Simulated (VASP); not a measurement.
# GdN in VASP: a series of runs

GdN is run at these levels: PBE; tasks: single point.

All numbers are computed with VASP 6.6.1; they aren't measurements. Logs are shortened: lines on timing, memory, paths and dates and some standing lists are left out, and cuts for length are marked.

## 1. The cell of the first run

Symmetry: Fmm2, No. 42, orthorhombic system. Conventional cell: a = 4.969 Å, b = 4.980 Å, c = 5.018 Å, α = 90.00°, β = 90.00°, γ = 90.00°. Gd (site symmetry mm2) has 6 N at 2.42 to 2.60 Å within 3.2 Å. Within 3.2 Å of N (site symmetry mm2) lie 6 Gd at 2.42 to 2.60 Å.

The cell was built from a structure type or drawn by symmetry, and may not be a known phase.

## 2. Single point, PBE, collinear spin, ferromagnetic start

INCAR reads:

```
ALGO     = Normal         # electronic algorithm
EDIFF    = 1E-6           # SCF threshold, eV
ENCUT    = 520            # plane-wave cutoff, eV
GGA      = PE             # functional
ISIF     = 2              # what is computed and relaxed
ISMEAR   = 0              # smearing method
ISPIN    = 2              # spin polarisation
LASPH    = T              # aspherical terms in the spheres
LCHARG   = F              # write CHGCAR
LMAXMIX  = 6              # l up to which the mixer works
LORBIT   = 11             # projections on sites
LREAL    = F              # projectors in reciprocal space
LWAVE    = F              # write WAVECAR
MAGMOM   = 7 0            # initial moments
NBANDS   = 22             # bands
NELM     = 150            # most SCF steps
PREC     = Accurate       # precision mode
SIGMA    = 0.15           # smearing width, eV
```

KPOINTS reads:

```
k-points
0
Gamma
  5 5 5
```

POSCAR reads:

```
GdN
1.0
    0.0000000000      2.4902288636      2.5089990165
    2.4843312133      0.0000000000      2.5089990165
    2.4843312133      2.4902288636      0.0000000000
Gd N
1 1
Direct
    0.3106153575      0.3106153575      0.6893846425
    0.7928563925      0.7928563925      0.2071436075
```

Potentials or basis: VASP PAW PBE potentials, release 64 (Gd, N).

Run with:

```console
$ cat potpaw_PBE.64/Gd/POTCAR potpaw_PBE.64/N/POTCAR > POTCAR
$ mpirun -np 1 vasp_std > vasp.out
```

OUTCAR:

```text
EDIFF = 1E-6
   ENCUT = 520
   GGA = PE
   ISIF = 2
   ISMEAR = 0
   ISPIN = 2
   LASPH = T
   LORBIT = 11
   LREAL = F
   NELM = 150
   PREC = Accurate

 ion  position               nearest neighbor table
   1  0.311  0.311  0.689-   2 2.42   2 2.49   2 2.49   2 2.49   2 2.49   2 2.60
   2  0.793  0.793  0.207-   1 2.42   1 2.49   1 2.49   1 2.49   1 2.49   1 2.60

  LATTYP: Found a face centered orthorhombic cell.
 ALAT       =     4.9686624266
 B/A-ratio  =     1.0023739388
 C/A-ratio  =     1.0099293536

  Lattice vectors:

 A1 = (   0.0000000000,   2.4902288636,   2.5089990165)
 A2 = (   2.4843312133,   0.0000000000,   2.5089990165)
 A3 = (   2.4843312133,   2.4902288636,   0.0000000000)

Analysis of symmetry for initial positions (statically):
=====================================================================
 Subroutine PRICEL returns:
 Original cell was already a primitive cell.

 Routine SETGRP: Setting up the symmetry group for a
 face centered orthorhombic supercell.

 Subroutine GETGRP returns: Found  4 space group operations
 (whereof  4 operations were pure point group operations)
 out of a pool of  8 trial point group operations.

The static configuration has the point symmetry C_2v.

Analysis of symmetry for dynamics (positions and initial velocities):
=====================================================================
 Subroutine PRICEL returns:
 Original cell was already a primitive cell.

 Routine SETGRP: Setting up the symmetry group for a
 face centered orthorhombic supercell.

 Subroutine GETGRP returns: Found  4 space group operations
 (whereof  4 operations were pure point group operations)
 out of a pool of  8 trial point group operations.

The dynamic configuration has the point symmetry C_2v.

Analysis of structural, dynamic, and magnetic symmetry:
=====================================================================
 Subroutine PRICEL returns:
 Original cell was already a primitive cell.

 Routine SETGRP: Setting up the symmetry group for a
 face centered orthorhombic supercell.

 Subroutine GETGRP returns: Found  4 space group operations
 (whereof  4 operations were pure point group operations)
 out of a pool of  8 trial point group operations.

The overall configuration has the point symmetry C_2v.

 Subroutine INISYM returns: Found  4 space group operations
 (whereof  4 operations are pure point group operations),
 and found     1 'primitive' translations

----------------------------------------------------------------------------------------

                                     Primitive cell

  volume of cell :      31.0441

  direct lattice vectors                    reciprocal lattice vectors
     0.000000000  2.490228864  2.508999016    -0.201261409  0.200784758  0.199282661
     2.484331213  0.000000000  2.508999016     0.201261409 -0.200784758  0.199282661
     2.484331213  2.490228864  0.000000000     0.201261409  0.200784758 -0.199282661

  length of vectors
     3.535012851  3.530860751  3.517547636     0.347180432  0.347180432  0.347180432

  position of ions in fractional coordinates (direct lattice)
     0.310615357  0.310615357  0.689384643
     0.792856392  0.792856392  0.207143608

  ion indices of the primitive-cell ions
   primitive index   ion index
                 1           1
                 2           2

----------------------------------------------------------------------------------------

 KPOINTS: k-points

Automatic generation of k-mesh.
 Grid dimensions read from file:
 generate k-points for:    5    5    5

 Generating k-lattice:

  Cartesian coordinates                     Fractional coordinates (reciprocal lattice)
    -0.040252282  0.040156952  0.039856532     0.200000000  0.000000000  0.000000000
     0.040252282 -0.040156952  0.039856532     0.000000000  0.200000000  0.000000000
     0.040252282  0.040156952 -0.039856532    -0.000000000 -0.000000000  0.200000000

  Length of vectors
     0.069436086  0.069436086  0.069436086

  Shift w.r.t. Gamma in fractional coordinates (k-lattice)
     0.000000000  0.000000000  0.000000000

 Subroutine IBZKPT returns following result:
 ===========================================

 Found     27 irreducible k-points:

 Following reciprocal coordinates:
            Coordinates               Weight
  0.000000  0.000000  0.000000      1.000000
  0.200000  0.000000  0.000000      8.000000
  0.400000  0.000000  0.000000      8.000000
  0.200000  0.200000  0.000000      2.000000
  0.400000  0.200000  0.000000      8.000000
 -0.400000  0.200000  0.000000      8.000000
[... 16 lines left out ...]
 -0.400000  0.000000  0.400000      4.000000
 -0.400000  0.200000  0.400000      4.000000
 [... further k-points ...]
   k-points           NKPTS =     27   k-points in BZ     NKDIM =     27   number of bands    NBANDS=     22
   number of dos      NEDOS =    301   number of ions     NIONS =      2
   total plane-waves  NPLWV =  21952
   dimension x,y,z NGX =    28 NGY =   28 NGZ =   28
   dimension x,y,z NGXF=    56 NGYF=   56 NGZF=   56
   ions per type =               1   1
   NGX,Y,Z   is equivalent  to a cutoff of  13.17, 13.18, 13.23 a.u.
   NGXF,Y,Z  is equivalent  to a cutoff of  26.34, 26.37, 26.47 a.u.
 SYSTEM =  unknown system
   PREC   = accura    normal or accurate (medium, high low for compatibility)
   ISTART =      0    job   : 0-new  1-cont  2-samecut
   ICHARG =      2    charge: 1-file 2-atom 10-const
   ISPIN  =      2    spin polarized calculation?
   LNONCOLLINEAR =      F non collinear calculations
   LSORBIT =      F    spin-orbit coupling
   LASPH  =      T    aspherical Exc in radial PAW
   ENCUT  =  520.0 eV  38.22 Ry    6.18 a.u.   6.57  6.57  6.54*2*pi/ulx,y,z
   NELM   =    150;   NELMIN=  2; NELMDL= -5     # of ELM steps
   EDIFF  = 0.1E-05   stopping-criterion for ELM
   LREAL  =      F    real-space projection
   EDIFFG = 0.1E-04   stopping-criterion for IOM
   NSW    =      0    number of steps for IOM
   IBRION =     -1    ionic relax: 0-MD 1-quasi-New 2-CG
   NFREE  =      0    steps in history (QN), initial steepest desc. (CG)
   ISIF   =      2    stress and relaxation
   ISYM   =      2    0-nonsym 1-usesym 2-fastsym
   POTIM  = 0.5000    time-step for ionic-motion
   TEBEG  =    0.0;   TEEND  =   0.0 temperature during run
   PSTRESS=    0.0 pullay stress
   NELECT =      23.0000    total number of electrons
   NUPDOWN=      -1.0000    fix difference up-down
   EMIN   =  10.00;   EMAX   =-10.00  energy-range for DOS
   EFERMI =   0.00;   METHOD = LEGACY
   ISMEAR =     0;   SIGMA  =   0.15  broadening in eV -4-tet -1-fermi 0-gaus
   EFERMI_NEDOS =   21; number of points for ismear=-14 and -15
   IALGO  =     38    algorithm
   IMIX   =      4    mixing-type and parameters
     AMIX     =   0.40;   BMIX     =  1.00
     AMIX_MAG =   1.60;   BMIX_MAG =  1.00
  volume/ion in A,a.u.               =      15.52       104.75
  Fermi-wavevector in a.u.,A,eV,Ry     =   1.481350  2.799346 29.856597  2.194398
  Thomas-Fermi vector in A             =   2.595271
   LORBIT       =     11    0 simple, 1 ext, 2 COOP (PROOUT), +10 PAW based schemes
   GGA     = PE    functional components
   LHFCALC =     F    Hartree Fock is set to
   AEXX    =    0.0000 exact exchange contribution
   IVDW    =     0    specifies the selected vdW correction
   LEPSILON=     F    determine dielectric tensor
   LRPA    =     F    only Hartree local field effects (RPA)
 spin polarized calculation
 Gauss-broadening in eV      SIGMA  =   0.15
  energy-cutoff  :      520.00
  volume of cell :       31.04
 maximum number of plane-waves:       869
 NGX is ok and might be reduce to    28
   NGX = 13   NGY = 13   NGZ = 13

 number of electron      22.9999999 magnetization       6.9991462

 Free energy of the ion-electron system (eV)
  ---------------------------------------------------
  ext. energy  EPLUGINS =         0.00000000
  ---------------------------------------------------
  free energy    TOTEN  =       -23.20316029 eV

  energy without entropy =      -23.20182929  energy(sigma->0) =      -23.20249479

 E-fermi :   3.9884     XC(G=0): -11.5652

 val. band max:        3.6689841940   @ k =   0.4000   0.4000   0.0000
 cond. band min:       4.0565410881   @ k =   0.0000   0.0000   0.0000
 fundamental gap:      0.3875568941
 Fermi energy:         3.9884422100

 spin component 1

 k-point     1 :       0.0000    0.0000    0.0000
  band No.  band energies     occupation
      1     -39.8589      1.00000
      2     -16.8670      1.00000
      3     -16.8577      1.00000
      4     -16.8563      1.00000
      5      -9.1423      1.00000
      6       0.2897      1.00000
[... 14 lines left out ...]
     21       8.5985      0.00000
     22      14.5406      0.00000
[... 552 lines left out ...]
  band No.  band energies     occupation
      1     -39.7448      1.00000
      2     -17.6384      1.00000
      3     -17.3603      1.00000
      4     -17.1603      1.00000
      5      -8.2051      1.00000
      6       0.2973      1.00000
[... 14 lines left out ...]
     21      15.0076      0.00000
     22      16.0099      0.00000

 [... further k-points ...]

 spin component 2

 k-point     1 :       0.0000    0.0000    0.0000
  band No.  band energies     occupation
      1     -36.7606      1.00000
      2     -14.6235      1.00000
      3     -14.6103      1.00000
      4     -14.6086      1.00000
      5      -9.1357      1.00000
      6       2.9932      1.00000
[... 14 lines left out ...]
     21       9.5627      0.00000
     22      15.4961      0.00000
[... 552 lines left out ...]
  band No.  band energies     occupation
      1     -36.6129      1.00000
      2     -15.6198      1.00000
      3     -15.2325      1.00000
      4     -14.9988      1.00000
      5      -8.1557      1.00000
      6       1.3655      1.00000
[... 14 lines left out ...]
     21      15.9738      0.00000
     22      16.9247      0.00000

 [... further k-points ...]
[... 5 lines left out ...]
  --------------------------------------------------------------------------------------
  -------------------------------------------------------------------------------------
  Total        0.0098433     -0.0812466     -0.1290929      0.0000000      0.0000000      0.0000000
  in kB        0.5080108     -4.1931106     -6.6624448      0.0000000      0.0000000      0.0000000
  external PRESSURE =      -3.4491816 kB  Pullay stress =       0.0000000 kB

 VOLUME and BASIS-vectors are now :
 -----------------------------------------------------------------------------
  energy-cutoff  :      520.00
  volume of cell :       31.04
      direct lattice vectors                 reciprocal lattice vectors
     0.000000000  2.490228864  2.508999016    -0.201261409  0.200784758  0.199282661
     2.484331213  0.000000000  2.508999016     0.201261409 -0.200784758  0.199282661
     2.484331213  2.490228864  0.000000000     0.201261409  0.200784758 -0.199282661

 POSITION                                       TOTAL-FORCE (eV/Angst)
 -----------------------------------------------------------------------------------
      2.48433      2.49023      1.55867         0.000000      0.000000     -0.020533
      2.48433      2.49023      3.97855         0.000000      0.000000      0.020533
 -----------------------------------------------------------------------------------
    total drift:                               -0.000000     -0.000000      0.000188

  FREE ENERGIE OF THE ION-ELECTRON SYSTEM (eV)
  ---------------------------------------------------
  free  energy   TOTEN  =       -23.2031602861 eV

  energy  without entropy=      -23.2018292869  energy(sigma->0) =      -23.20249479

 total charge

# of ion       s       p       d       f       tot
--------------------------------------------------
    1        2.034   5.661   0.535   6.999  15.229
    2        1.250   2.384   0.000   0.000   3.634
--------------------------------------------------
tot          3.284   8.045   0.535   6.999  18.862

 magnetization (x)

# of ion       s       p       d       f       tot
--------------------------------------------------
    1       -0.006  -0.081   0.085   6.805   6.804
    2       -0.007  -0.080   0.000   0.000  -0.087
--------------------------------------------------
tot         -0.013  -0.160   0.085   6.805   6.717
```

It took 2.1 min on 1 thread of Intel Xeon Platinum 8259CL at 2.50GHz (Skylake/Cascade Lake), shared host; peak memory 0.2 GiB.

Results:

* Free energy: -23.2032 eV
* Pressure: -0.3 GPa
* Largest force: 0.021 eV/Å
* Band gap on the k mesh: zero (filled and empty bands overlap)
* Net moment: 7.00 μB per cell
* Site moments: Gd +6.80; N -0.09 μB
* Valence electrons inside the program's atomic spheres: Gd 15.23; N 3.63

Forces on the atoms (eV/Å):
```
Gd   0.000  0.000 -0.021
N    0.000  0.000  0.021
```

Stress tensor (GPa, compression positive):
```
 0.05  0.00  0.00
 0.00 -0.42  0.00
 0.00  0.00 -0.67
```

Caveat: the k points lie up to 0.44 Å⁻¹ apart; spin-orbit coupling is left out, which moves the levels of the heavy elements; a cell with one magnetic atom can't hold antiferromagnetic order, which such compounds often take; semilocal functionals describe open f shells poorly, which spoils levels, moments and volumes.

(Part 1 of 2 ends here.)
